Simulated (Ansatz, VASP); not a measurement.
# Ga2O3: VASP beside Ansatz

Contents of INCAR:

```
SYSTEM = Ga2O3
ALGO = Normal
EDIFF = 1E-6
ENCUT = 520
GGA = PE
ISIF = 2
ISMEAR = 0
LASPH = .True.
LCHARG = .False.
LREAL = .False.
LWAVE = .False.
NBANDS = 55
NELM = 60
PREC = Accurate
SIGMA = 0.01
```

The input KPOINTS:

```
k-points
0
Gamma
  8 8 4
  0 0 0
```

POSCAR

```
Ga2O3
1.0
    6.0990271236     -1.5102983215      0.0109874769
    6.0990271236      1.5102983215      0.0109874769
   -1.3740501520      0.0000000000      5.5910167803
Ga O
4 6
Direct
    0.0899373068      0.0899373068      0.7947196860
    0.9100626932      0.9100626932      0.2052803140
    0.6585045080      0.6585045080      0.3141213881
    0.3414954920      0.3414954920      0.6858786119
    0.1635405122      0.1635405122      0.1091761198
    0.8364594878      0.8364594878      0.8908238802
    0.1736928845      0.1736928845      0.5643127242
    0.8263071155      0.8263071155      0.4356872758
    0.4960120213      0.4960120213      0.2566442850
    0.5039879787      0.5039879787      0.7433557150
```

Input for Ansatz:

```yaml
crystal:
  lattice:
    - [6.0990271236, -1.5102983215, 0.0109874769]
    - [6.0990271236, 1.5102983215, 0.0109874769]
    - [-1.374050152, 0.0, 5.5910167803]
  atoms:
    - { symbol: Ga, position: [0.0899373068, 0.0899373068, 0.794719686] }
    - { symbol: Ga, position: [0.9100626932, 0.9100626932, 0.205280314] }
    - { symbol: Ga, position: [0.658504508, 0.658504508, 0.3141213881] }
    - { symbol: Ga, position: [0.341495492, 0.341495492, 0.6858786119] }
    - { symbol: O, position: [0.1635405122, 0.1635405122, 0.1091761198] }
    - { symbol: O, position: [0.8364594878, 0.8364594878, 0.8908238802] }
    - { symbol: O, position: [0.1736928845, 0.1736928845, 0.5643127242] }
    - { symbol: O, position: [0.8263071155, 0.8263071155, 0.4356872758] }
    - { symbol: O, position: [0.4960120213, 0.4960120213, 0.256644285] }
    - { symbol: O, position: [0.5039879787, 0.5039879787, 0.743355715] }
kpoints:
  mp_grid: { grid: [8, 8, 4] }
hamiltonian:
  xc: pbe
scf:
  occupations: { method: fixed }
  n_extra_bands: 6
output:
  forces: true
  stress: true
  eigenvalues: true
```

Alike in both runs: task single point; functional PBE; k mesh 8 × 8 × 4; no spin polarisation.

|  | VASP | Ansatz |
| --- | --- | --- |
| version | VASP 6.6.1 | Ansatz 0.2.0 |
| potentials or method | VASP PAW PBE potentials, release 64 (Ga_d, O) | plane waves, PAW |
| plane-wave cutoff (eV) | 520 | 420 |
| occupations | gaussian, width 0.01 eV | fixed |
| valence electrons in the cell | 88 | 88 |

|  | VASP | Ansatz | Ansatz less VASP |
| --- | --- | --- | --- |
| gap on the k mesh at the Fermi level (eV) | 2.56 | 2.58 | +0.014 |
| pressure (GPa) | 13.5 | 12.9 | -0.57 |
| traceless stress, the component that is largest in VASP (GPa) | 1.08 | 0.97 | -0.109 |
| rms of the force components (eV/Å) | 0.135 | 0.133 | -0.0017 |

Atom by atom the forces differ by 0.011 eV/Å (rms over components).
